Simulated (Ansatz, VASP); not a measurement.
Ru: VASP beside Ansatz

The input INCAR:

```
ALGO = Fast
EDIFF = 1E-6
ENCUT = 520
GGA = PS
ISIF = 2
ISMEAR = 0
LASPH = True
LCHARG = True
LELF = True
LREAL = False
LVHAR = True
LWAVE = False
NBANDS = 21
NELM = 80
PREC = Accurate
SIGMA = 0.15
```

File KPOINTS:

```
k-points
0
Gamma
  18 18 10
```

POSCAR

```
Ru
1.0
    2.7614993361      0.0000000000      0.0000000000
   -1.3807496681      2.3915285776      0.0000000000
    0.0000000000      0.0000000000      4.2523798378
Ru
2
Direct
    0.3032818421      0.6065636843      0.2500000000
    0.6967181579      0.3934363157      0.7500000000
```

Input for Ansatz:

```yaml
crystal:
  lattice:
    - [2.7614993361, 0.0, 0.0]
    - [-1.3807496681, 2.3915285776, 0.0]
    - [0.0, 0.0, 4.2523798378]
  atoms:
    - { symbol: Ru, position: [0.3032818421, 0.6065636843, 0.25] }
    - { symbol: Ru, position: [0.6967181579, 0.3934363157, 0.75] }
basis:
  ecutwfc: 420
kpoints:
  mp_grid: { grid: [18, 18, 10] }
hamiltonian:
  xc: pbesol
  pseudopotentials: { kind: paw, azcp: { folder: soft_1 } }
scf:
  occupations: { method: gaussian, width: 0.15 }
output:
  forces: true
  stress: true
  eigenvalues: true
```

Change from the starting cell: mode 5 frozen in at -0.140 Å, equal normal strain along x and y +0.0267.

Alike in both runs: task single point; functional PBEsol; k mesh 18 × 18 × 10; occupations gaussian, width 0.15 eV; no spin polarisation.

```csv
,VASP,Ansatz
version,VASP 6.6.1,Ansatz 0.2.0
potentials or method,"VASP PAW PBE potentials, release 64 (Ru_pv), cutoff 520 eV","scalar-relativistic, plane waves, PAW"
valence electrons in the cell,28,32
```

|  | VASP | Ansatz | Ansatz less VASP |
| --- | --- | --- | --- |
| gap on the k mesh at the Fermi level (eV) | none | none | - |
| pressure (GPa) | -12.1 | -12.0 | +0.12 |
| traceless stress, the component that is largest in VASP (GPa) | 10.55 | 10.56 | +0.014 |
| rms of the force components (eV/Å) | 1.176 | 1.180 | +0.0037 |

VASP's potentials were made for PBE, not for PBEsol, and Ansatz warns of the same on its side. Atom by atom the forces differ by 0.004 eV/Å (rms over components). A gap of «none» marks a metal or a gap that the smearing closes. VASP's potentials hold 28 valence electrons a cell and Ansatz's 32, so a difference there can come from the potentials and not from the codes.
